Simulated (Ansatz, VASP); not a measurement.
# ZnS: VASP beside Ansatz

Contents of INCAR:

```
PREC     = Accurate       # precision mode
ENCUT    = 520            # plane-wave cutoff, eV
EDIFF    = 1E-6           # SCF threshold, eV
ISMEAR   = 0              # smearing method
SIGMA    = 0.05           # smearing width, eV
LREAL    = F              # projectors in reciprocal space
LASPH    = T              # aspherical terms in the spheres
NELM     = 60             # most SCF steps
ALGO     = Normal         # electronic algorithm
ISIF     = 2              # what is computed and relaxed
LWAVE    = F              # write WAVECAR
LCHARG   = F              # write CHGCAR
GGA      = PE             # functional
NBANDS   = 46             # bands
```

The input KPOINTS:

```
regular mesh
0
Gamma
  12 12 2
```

Contents of POSCAR:

```
ZnS
1.0
    3.8467234434      0.0000000000      0.0000000000
   -1.9233617217      3.3313602233      0.0000000000
    0.0000000000      0.0000000000     12.5902250239
Zn S
4 4
Direct
    0.0000000000      0.0000000000      0.0053181660
    0.0000000000      0.0000000000      0.4947825278
    0.3333333333      0.6666666667      0.2536487215
    0.6666666667      0.3333333333      0.7464003059
    0.0000000000      0.0000000000      0.1694186908
    0.0000000000      0.0000000000      0.7051607048
    0.3333333333      0.6666666667      0.4376369101
    0.6666666667      0.3333333333      0.9376339729
```

Input for Ansatz:

```yaml
crystal:
  lattice:
    - [3.8467234434, 0.0, 0.0]
    - [-1.9233617217, 3.3313602233, 0.0]
    - [0.0, 0.0, 12.5902250239]
  atoms:
    - { symbol: Zn, position: [0.0, 0.0, 0.005318166] }
    - { symbol: Zn, position: [0.0, 0.0, 0.4947825278] }
    - { symbol: Zn, position: [0.3333333333, 0.6666666667, 0.2536487215] }
    - { symbol: Zn, position: [0.6666666667, 0.3333333333, 0.7464003059] }
    - { symbol: S, position: [0.0, 0.0, 0.1694186908] }
    - { symbol: S, position: [0.0, 0.0, 0.7051607048] }
    - { symbol: S, position: [0.3333333333, 0.6666666667, 0.4376369101] }
    - { symbol: S, position: [0.6666666667, 0.3333333333, 0.9376339729] }
basis:
  ecutwfc: 420
kpoints:
  mp_grid: { grid: [12, 12, 2] }
hamiltonian:
  xc: pbe
scf:
  occupations: { method: gaussian, width: 0.05 }
output:
  forces: true
  stress: true
  eigenvalues: true
```

Change from the starting cell: mode 23 (322.4 1/cm) frozen in, largest displacement +0.225 Å.

Alike in both runs: task single point; functional PBE; k mesh 12 × 12 × 2; occupations gaussian, width 0.05 eV; no spin polarisation.

|  | VASP | Ansatz |
| --- | --- | --- |
| version | VASP 6.6.1 | Ansatz 0.2.0 |
| potentials or method | VASP PAW PBE potentials, release 64 (Zn, S), cutoff 520 eV | scalar-relativistic, plane waves, PAW |
| valence electrons in the cell | 72 | 72 |

VASP gave:

| Property | Result |
| --- | --- |
| gap on the k mesh at the Fermi level (eV) | 1.24 |
| least direct gap on the mesh (eV) | 1.24 |
| pressure (GPa) | 1.6 |
| traceless stress, the component that is largest in VASP (GPa) | 2.07 |
| rms of the force components (eV/Å) | 1.200 |

Question: Which values does Ansatz return?

Answer: gap on the k mesh at the Fermi level (eV): 1.25; least direct gap on the mesh (eV): 1.25; pressure (GPa): 1.5; traceless stress, the component that is largest in VASP (GPa): 2.07; rms of the force components (eV/Å): 1.191.

Atom by atom the forces differ by 0.009 eV/Å (rms over components).
